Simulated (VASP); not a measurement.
Here is a VASP 6.6.1 calculation.

INCAR

```
ALGO = Normal ; EDIFF = 1E-7
EDIFFG = -0.02 ; ENCUT = 450
GGA = PE ; GGA_COMPAT = F
IBRION = 2 ; ISIF = 2
ISMEAR = -1 ; LASPH = T
LCHARG = F ; LREAL = F
LWAVE = F ; NELM = 120
NELMIN = 4 ; NSW = 80
PREC = Accurate ; SIGMA = 0.02
```

The input KPOINTS:

```
k-points
0
Gamma
  10 10 10
```

The input POSCAR:

```
NaCl
1.0
    2.8600000000      0.0000000000      0.0000000000
    0.0000000000      2.8600000000      0.0000000000
    0.0000000000      0.0000000000      2.8600000000
Na Cl
1 1
Direct
    0.0000000000      0.0000000000      0.0000000000
    0.5000000000      0.5000000000      0.5000000000
```

Potentials or basis: VASP PAW PBE potentials, release 64 (Na_pv, Cl).

The run is started by

```sh
$ cat potpaw_PBE.64/Na_pv/POTCAR potpaw_PBE.64/Cl/POTCAR > POTCAR
$ mpirun -np 1 vasp_std > vasp.out
```

What does it give for the band gap on the k mesh?

4.42 eV.

Final structure:
```
CELL_PARAMETERS angstrom
2.86000 0.00000 0.00000
0.00000 2.86000 0.00000
0.00000 0.00000 2.86000
ATOMIC_POSITIONS crystal
Na 0.00000 0.00000 0.00000
Cl 0.50000 0.50000 0.50000
```

Caveat: the relaxation stopped at its first step, so nothing moved. A k mesh can miss the band edges.
